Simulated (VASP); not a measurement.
Wanted: the native input for a VASP 6.6.1 run.

```
Task                   : single point
Functional             : PBE
Potentials or basis    : VASP PAW PBE potentials, release 64 (Ni)
Cutoff                 : 600 eV
k mesh                 : 3 × 3 × 3
Occupations            : methfessel-paxton, width 0.1 eV
Spin                   : collinear spin, ferromagnetic start
Starting moments       : [0.81] μB
Dipole correction      : no
Further INCAR settings : ALGO = Normal; EDIFF = 1e-06; NBANDS = 15
```

The structure of Ni lies in POSCAR:

```
Ni
1.0
    0.0000000000      1.7679500000      1.7679500000
    1.7679500000      0.0000000000      1.7679500000
    1.7679500000      1.7679500000      0.0000000000
Ni
1
Direct
    0.9000000000      0.8100000000      0.0860000000
```

These files were run (other wordings do the same):

INCAR

```
PREC = Accurate
ENCUT = 600
EDIFF = 1E-6
ISMEAR = 1
SIGMA = 0.1
LREAL = F
LASPH = T
NELM = 200
ALGO = Normal
ISIF = 2
LWAVE = F
LCHARG = F
ISPIN = 2
MAGMOM = 0.81
LORBIT = 11
LMAXMIX = 4
GGA = PE
NBANDS = 15
GGA_COMPAT = F
```

KPOINTS

```
Automatic mesh
0
Gamma
  3 3 3
```

Potentials or basis: VASP PAW PBE potentials, release 64 (Ni).

Command:

```sh
$ cat potpaw_PBE.64/Ni/POTCAR > POTCAR
$ mpirun -np 1 vasp_std > vasp.out
```

It gave:

| Property | Result |
| --- | --- |
| Pressure | 4.0 GPa |
| Net moment | 1.11 μB per cell |
| Site moments | Ni +1.12 μB |
| Valence electrons inside the program's atomic spheres | Ni 9.25 |

Caveat: the k points lie up to 1.03 Å⁻¹ apart.

It took 4.9 s on 1 thread of AMD EPYC 7R13 Processor (Zen 3), with other jobs on the host, peak memory 0.1 GiB.
